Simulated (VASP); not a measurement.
Set up this calculation in VASP 6.6.1, as the native input.

```
Task                   : single point
Functional             : PBEsol
Potentials or basis    : VASP PAW PBE potentials, release 64 (Pb_d, S)
Cutoff                 : 520 eV
k mesh                 : 1 × 1 × 1
Occupations            : gaussian, width 0.05 eV
Spin                   : no spin polarisation
Dipole correction      : yes
Further INCAR settings : ALGO = Normal; EDIFF = 1e-06; NBANDS = 61
```

The structure of PbS lies in POSCAR:

```
PbS
1.0
    4.1743810409      0.0000000000      0.0000000000
    0.0000000000      5.9034662825      0.0000000000
    0.0000000000      0.0000000000     23.3487620817
Pb S
5 5
Direct
    0.5000000000      0.0000000000      0.3212161730
    0.0000000000      0.5000000000      0.4106080865
    0.5000000000      0.0000000000      0.5000000000
    0.0000000000      0.5000000000      0.5893919135
    0.5000000000      0.0000000000      0.6787838270
    0.5000000000      0.5000000000      0.3212161730
    0.0000000000      0.0000000000      0.4106080865
    0.5000000000      0.5000000000      0.5000000000
    0.0000000000      0.0000000000      0.5893919135
    0.5000000000      0.5000000000      0.6787838270
```

The input as run:

INCAR

```
PREC = Accurate
ENCUT = 520
EDIFF = 1E-6
ISMEAR = 0
SIGMA = 0.05
LREAL = F
LASPH = T
NELM = 100
ALGO = Normal
ISIF = 2
LWAVE = F
LCHARG = T
LDIPOL = T
IDIPOL = 3
DIPOL = 0.5 0.5 0.500
GGA = PS
LELF = T
LVHAR = T
LVACPOTAV = T
NBANDS = 61
```

KPOINTS

```
Automatic mesh
0
Gamma
  1 1 1
```

Potentials or basis: VASP PAW PBE potentials, release 64 (Pb_d, S).

Launch:

```console
$ cat potpaw_PBE.64/Pb_d/POTCAR potpaw_PBE.64/S/POTCAR > POTCAR
$ mpirun -np 1 vasp_gam > vasp.out
```

It gave:

```
Largest force : 0.719 eV/Å
```

Caveat: the k points lie up to 1.51 Å⁻¹ apart; the PAW data sets were made with another functional, which shifts forces and pressure a little.

It took 94 s on 1 thread of Intel(R) Xeon(R) Platinum 8488C (Sapphire Rapids), on a shared host, peak memory 0.57 GiB.
